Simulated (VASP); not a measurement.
Set up this calculation in VASP 6.6.1, as the native input.

* Task: single point
* Functional: r2SCAN
* Potentials or basis: VASP PAW PBE potentials, release 64 (C_h)
* Cutoff: 910 eV
* k mesh: 13 × 13 × 13
* Occupations: fermi-dirac, width 0.01 eV
* Spin: no spin polarisation
* Dipole correction: no
* Second run: hard_potentials
* Further INCAR settings: ALGO = Normal; EDIFF = 1e-06; NBANDS = 11

Crystal: C.

```xyz
2
Lattice="0.0000 1.7801 1.7801 1.7801 0.0000 1.7801 1.7801 1.7801 0.0000" Properties=species:S:1:pos:R:3 pbc="T T T"
C     0.0000    0.0000    0.0000
C     0.8901    0.8901    0.8901
```

One way to write it, as run:

POSCAR

```
C
1.0
    0.0000000000      1.7801288585      1.7801288585
    1.7801288585      0.0000000000      1.7801288585
    1.7801288585      1.7801288585      0.0000000000
C
2
Direct
    0.0000000000      0.0000000000      0.0000000000
    0.2500000000      0.2500000000      0.2500000000
```

INCAR.step1

```
SYSTEM = C
  PREC = Accurate
  ENCUT = 910
  ISMEAR = -1
  SIGMA = 0.01
  LREAL = .FALSE.
  LASPH = .TRUE.
  NELM = 120
  NBANDS = 11
  GGA = PE
  ALGO = Normal
  EDIFF = 1E-5
  LWAVE = .TRUE.
  LCHARG = .FALSE.
  GGA_COMPAT = .FALSE.
```

INCAR.step2

```
SYSTEM = C
  PREC = Accurate
  ENCUT = 910
  EDIFF = 1E-6
  ISMEAR = -1
  SIGMA = 0.01
  LREAL = .FALSE.
  LASPH = .TRUE.
  NELM = 120
  ALGO = Normal
  ISIF = 2
  LWAVE = .FALSE.
  LCHARG = .FALSE.
  METAGGA = R2SCAN
  LMIXTAU = .TRUE.
  NBANDS = 11
  ISTART = 1
  GGA_COMPAT = .FALSE.
```

KPOINTS

```
regular mesh
0
G
  13 13 13
  0 0 0
```

Potentials or basis: VASP PAW PBE potentials, release 64 (C_h).

Launch:

```sh
$ cat potpaw_PBE.64/C_h/POTCAR > POTCAR
$ cp INCAR.step1 INCAR
$ mpirun -np 1 vasp_std > vasp.out
$ cp INCAR.step2 INCAR
$ mpirun -np 1 vasp_std > vasp.out
```

Results of the run:

```yaml
Pressure: -0.8 GPa
Band_gap_on_the_k_mesh: 4.38 eV, indirect (least direct gap 5.89 eV)
```

Caveat: the cutoff is under 1.25 times the usual one of these potentials, so pressure, stress and relaxed cells hold a basis-set (Pulay) error; the PAW data sets were made with another functional, which shifts forces and pressure a little.

It took 96 s on 1 thread of Intel(R) Xeon(R) Platinum 8488C (Sapphire Rapids), with other jobs on the host, peak memory 0.16 GiB.
